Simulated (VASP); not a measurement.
# W4O in VASP: further runs, part 2 of 2

VASP 6.6.1.

## (3) Relaxation of the atoms, PBE

INCAR

```
SYSTEM = W4O
PREC = Accurate
ENCUT = 520
EDIFF = 1E-7
ISMEAR = 0
SIGMA = 0.1
LREAL = .FALSE.
LASPH = .TRUE.
NELM = 60
ALGO = Normal
ISIF = 2
LWAVE = .FALSE.
LCHARG = .FALSE.
LDIPOL = .TRUE.
IDIPOL = 3
DIPOL = 0.5 0.5 0.343
GGA = PE
IBRION = 2
NSW = 36
EDIFFG = -0.025
```

KPOINTS

```
regular mesh
0
G
  8 8 1
  0 0 0
```

POSCAR

```
W4O
1.0
    3.1836991688      0.0000000000      0.0000000000
    0.0000000000      3.1836991688      0.0000000000
    0.0000000000      0.0000000000     20.1425775749
W O
4 1
Selective dynamics
Direct
    0.5000000000      0.5000000000      0.1985843165  F F F
    0.0000000000      0.0000000000      0.2776134069  F F F
    0.5000000000      0.5000000000      0.3599451800  F F F
    0.0000000000      0.0000000000      0.4290700901  F F F
    0.5000000000      0.5000000000      0.4515928643  F F T
```

Potentials or basis: VASP PAW PBE potentials, release 64 (W_sv, O).

Run with:

```bash
cat potpaw_PBE.64/W_sv/POTCAR potpaw_PBE.64/O/POTCAR > POTCAR
mpirun -np 1 vasp_std > vasp.out
```

OUTCAR:

```text
SYSTEM = W4O
   PREC = Accurate
   ENCUT = 520
   EDIFF = 1E-7
   ISMEAR = 0
   LREAL = .FALSE.
   LASPH = .TRUE.
   NELM = 60
   ISIF = 2
   GGA = PE
   IBRION = 2
   NSW = 36
   EDIFFG = -0.025

 ion  position               nearest neighbor table
   1  0.500  0.500  0.199-   2 2.76   2 2.76   2 2.76   2 2.76   3 3.25
   2  0.000  0.000  0.278-   1 2.76   1 2.76   1 2.76   1 2.76   3 2.80   3 2.80   3 2.80   3 2.80
                             4 3.05
   3  0.500  0.500  0.360-   5 1.85   4 2.65   4 2.65   4 2.65   4 2.65   2 2.80   2 2.80   2 2.80
                             2 2.80   1 3.25
   4  0.000  0.000  0.429-   5 2.30   5 2.30   5 2.30   5 2.30   3 2.65   3 2.65   3 2.65   3 2.65
                             2 3.05
   5  0.500  0.500  0.452-   3 1.85   4 2.30   4 2.30   4 2.30   4 2.30

  LATTYP: Found a simple tetragonal cell.
 ALAT       =     3.1836991688
 C/A-ratio  =     6.3267841925

  Lattice vectors:

 A1 = (   3.1836991688,   0.0000000000,   0.0000000000)
 A2 = (   0.0000000000,   3.1836991688,   0.0000000000)
 A3 = (   0.0000000000,   0.0000000000,  20.1425775749)

Analysis of symmetry for initial positions (statically):
=====================================================================
 Subroutine PRICEL returns:
 Original cell was already a primitive cell.

 Routine SETGRP: Setting up the symmetry group for a
 simple tetragonal supercell.

 Subroutine GETGRP returns: Found  8 space group operations
 (whereof  8 operations were pure point group operations)
 out of a pool of 16 trial point group operations.

The static configuration has the point symmetry C_4v.

Analysis of symmetry for dynamics (positions and initial velocities):
[... 179 lines left out ...]
  Total       -3.0064087     -3.0064087      9.1241407      0.0000000      0.0000000     -0.0000000
  in kB      -23.5928010    -23.5928010     71.6017210      0.0000000      0.0000000     -0.0000000
  external PRESSURE =       8.1387063 kB  Pullay stress =       0.0000000 kB
[... 98 lines left out ...]
  FREE ENERGIE OF THE ION-ELECTRON SYSTEM (eV)
  ---------------------------------------------------
  free  energy   TOTEN  =       -54.0314821072 eV

  energy  without entropy=      -54.0146199186  energy(sigma->0) =      -54.02305101

 dipolmoment           0.000000      0.000000     -0.016062 electrons x Angstroem

--------------------------------------- Ionic step        4  -------------------------------------------

 number of electron      61.9999987 magnetization

------------------------ aborting loop because EDIFF is reached ----------------------------------------

 vacuum level on the upper side and lower side of the slab       (xc-potential included)         0.205        -0.226

  FORCE on cell =-STRESS in cart. coord.  units (eV):
  Direction    XX          YY          ZZ          XY          YZ          ZX
  --------------------------------------------------------------------------------------
  -------------------------------------------------------------------------------------
  Total       -7.1320567     -7.1320567     -2.4639845      0.0000000      0.0000000      0.0000000
  in kB      -55.9688359    -55.9688359    -19.3361257      0.0000000      0.0000000      0.0000000
  external PRESSURE =     -43.7579325 kB  Pullay stress =       0.0000000 kB
[... 26 lines left out ...]
--------------------------------------- Ionic step        5  -------------------------------------------

 number of electron      61.9999986 magnetization

 dipolmoment           0.000000      0.000000      0.007705 electrons x Angstroem

 Free energy of the ion-electron system (eV)
  ---------------------------------------------------
  ext. energy  EPLUGINS =         0.00000000
  ---------------------------------------------------
  free energy    TOTEN  =       -54.03557449 eV

  energy without entropy =      -54.01821276  energy(sigma->0) =      -54.02689362

 E-fermi :   1.0835     XC(G=0):  -5.6463

 val. band max:        0.9985109491   @ k =   0.2500   0.0000   0.0000
 cond. band min:       1.1246262170   @ k =   0.3750   0.0000   0.0000
 fundamental gap:      0.1261152679
 Fermi energy:         1.0835208339

 k-point     1 :       0.0000    0.0000    0.0000
  band No.  band energies     occupation
      1     -73.7428      2.00000
      2     -73.0576      2.00000
      3     -72.9016      2.00000
      4     -72.7927      2.00000
      5     -38.0757      2.00000
      6     -38.0757      2.00000
[... 589 lines left out ...]
     36       3.9660      0.00000
     37       4.0478      0.00000

------------------------ aborting loop because EDIFF is reached ----------------------------------------

 vacuum level on the upper side and lower side of the slab       (xc-potential included)        -0.075        -0.241

  FORCE on cell =-STRESS in cart. coord.  units (eV):
  Direction    XX          YY          ZZ          XY          YZ          ZX
  --------------------------------------------------------------------------------------
  -------------------------------------------------------------------------------------
  Total       -6.7542490     -6.7542490     -1.4193658      0.0000000      0.0000000      0.0000000
  in kB      -53.0039891    -53.0039891    -11.1384773      0.0000000      0.0000000      0.0000000
  external PRESSURE =     -39.0488185 kB  Pullay stress =       0.0000000 kB
[... 20 lines left out ...]
  FREE ENERGIE OF THE ION-ELECTRON SYSTEM (eV)
  ---------------------------------------------------
  free  energy   TOTEN  =       -54.0355744881 eV

  energy  without entropy=      -54.0182127569  energy(sigma->0) =      -54.02689362

 reached required accuracy - stopping structural energy minimisation

 vacuum level on the upper side and lower side of the slab         5.277         5.099
```

OSZICAR:

```text
N       E                     dE             d eps       ncg     rms          rms(c)
DAV:   1     0.756381410517E+03    0.75638E+03   -0.38725E+04  1350   0.160E+03
DAV:   2    -0.187387786016E+02   -0.77512E+03   -0.76369E+03  1294   0.490E+02
DAV:   3    -0.570383340390E+02   -0.38300E+02   -0.37018E+02  1411   0.109E+02
[... 103 lines left out ...]
DAV:  16    -0.540355727400E+02   -0.41443E-05   -0.35472E-07   916   0.161E-03    0.564E-04
DAV:  17    -0.540355736363E+02   -0.89637E-06   -0.55750E-08   781   0.856E-04    0.286E-04
DAV:  18    -0.540355741159E+02   -0.47959E-06   -0.18181E-08   681   0.642E-04    0.872E-05
DAV:  19    -0.540355744034E+02   -0.28745E-06   -0.13145E-08   678   0.374E-04    0.619E-05
DAV:  20    -0.540355744881E+02   -0.84699E-07   -0.52347E-09   635   0.225E-04
   5 F= -.54035574E+02 E0= -.54026894E+02  d E =-.863507E+00
```

It took 8 min on 1 thread of Intel Xeon Platinum 8488C (Sapphire Rapids), shared host; peak memory 0.33 GiB.

What came out:

| Quantity | Value |
| --- | --- |
| Free energy | -54.0356 eV |
| Energy gained by relaxing | 172.7 meV/atom |
| Ionic steps | 5 |
| Band gap on the k mesh | zero (bands 31 and 32 overlap by 1.73 eV) |

Step by step:
| step | energy change (eV) | largest force on free atoms (eV/Å) | pressure (GPa) |
| --- | --- | --- | --- |
| 1 | 0.0000 | 5.8727 | 0.81 |
| 2 | -0.8338 | 0.8238 | -3.23 |
| 3 | -0.8594 | 0.2944 | -3.65 |
| 4 | -0.8436 | 0.6085 | -4.38 |
| 5 | -0.8635 | 0.0186 | -3.90 |

Final structure:
```
CELL_PARAMETERS angstrom
3.18370 0.00000 0.00000
0.00000 3.18370 0.00000
0.00000 0.00000 20.14258
ATOMIC_POSITIONS crystal
W 0.50000 0.50000 0.19858
W 0.00000 0.00000 0.27761
W 0.50000 0.50000 0.35995
W 0.00000 0.00000 0.42907
O 0.50000 0.50000 0.46945
```

Caveat: spin-orbit coupling is left out, which moves the levels of the heavy elements.

The gap in the log of VASP goes by the Fermi energy; the results here count the filled bands.